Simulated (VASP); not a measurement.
ZrC:

```
Zr C
1.0
     0.00000    2.36500    2.36500
     2.36500    0.00000    2.36500
     2.36500    2.36500    0.00000
Zr C
1 1
Cartesian
  2.3650 2.3650 2.3650
  0.0000 0.0000 0.0000
```

Base run:

* Program: VASP 6.6.1
* Functional: PBE
* Potentials or basis: VASP PAW PBE potentials, release 64 (Zr_sv, C)
* Cutoff: 520 eV
* k mesh: 12 × 12 × 12
* Occupations: fermi-dirac, width 0.05 eV
* Spin: collinear spin
* Starting moments: [1.0, 0.0] μB

Its results: pressure -2.7 GPa.

Question: The run is repeated on the same cell with these changes: moments at the start from [1.0, 0.0] to [0.9, 0.0]; fixed moment from none to 0.9 μB. What comes out?

Answer: Pressure 0.9 GPa; site moments Zr +0.28; C +0.25 μB.

Caveats: the total moment is fixed, so each spin has its own Fermi level and the state may be an excited one (at least some runs).
